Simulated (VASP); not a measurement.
# S: relaxation of cell and atoms with PBE

The system is S.

```
S
1.0
    -1.66500    1.66500    1.66500
     1.66500   -1.66500    1.66500
     1.66500    1.66500   -1.66500
S
1
Direct
  0.00000 0.00000 0.00000
```

This isn't the form of S at room conditions, which is orthorhombic, of S8 rings.

```yaml
Program: VASP 6.6.1
Task: relaxation of cell and atoms
Functional: PBE
Potentials_or_basis: VASP PAW PBE potentials, release 64 (S)
Cutoff: 500 eV
k_mesh: 18 × 18 × 18
Occupations: gaussian, width 0.1 eV
Spin: no spin polarisation
Target_pressure: 20 GPa
Dipole_correction: no
Further_INCAR_settings: ALGO = Normal; EDIFF = 1e-07; IBRION = 2; EDIFFG = -0.03; NSW = 80; ISIF = 3
```

```json
{
  "Relaxed volume": "13.31 Å³/atom",
  "Relaxed cell": "a = 2.586 Å, b = 2.586 Å, c = 2.586 Å, α = 109.47°, β = 109.47°, γ = 109.47°",
  "Space group after relaxing (to 0.1 Å)": "Im-3m (No. 229)",
  "Energy change on relaxing (the run minimises the enthalpy)": "+35.6 meV/atom",
  "Ionic steps": "4",
  "Pressure after relaxing": "19.9 GPa",
  "Band gap on the k mesh": "zero (bands 3 and 4 overlap by 8.62 eV)"
}
```

Step by step:
```tsv
step	energy change (eV)	largest force (eV/Å)	pressure (GPa)	volume (Å³)
1	0.0000	0.0000	-9.51	18.46
2	0.6786	0.0000	68.76	10.78
3	0.0247	0.0000	18.82	13.40
4	0.0356	0.0000	19.90	13.31
```

Final structure:
```
S
1.0
    -1.49310    1.49310    1.49310
     1.49310   -1.49310    1.49310
     1.49310    1.49310   -1.49310
S
1
Direct
  0.00000 0.00000 0.00000
```

Levels at points of the mesh, in eV from the Fermi level:
```csv
k point,band 1,band 2,band 3,band 4,band 5,band 6
"(0.00, 0.00, 0.00)",-18.78,4.10,4.10,4.10,12.35,12.35
"(0.50, 0.00, 0.00)",-13.08,-9.02,0.15,2.88,7.70,7.82
"(0.50, 0.50, 0.50)",-8.65,-4.28,-4.28,-4.28,2.92,2.92
```

It took 26 s on 1 thread of Intel(R) Xeon(R) Platinum 8488C (Sapphire Rapids), with other jobs on the host, peak memory 0.15 GiB.

Caveat: the cell is relaxed towards a set pressure, so the run minimises the enthalpy, not the energy; the volume moved by over 15 % at a fixed basis, so the end points are rough.
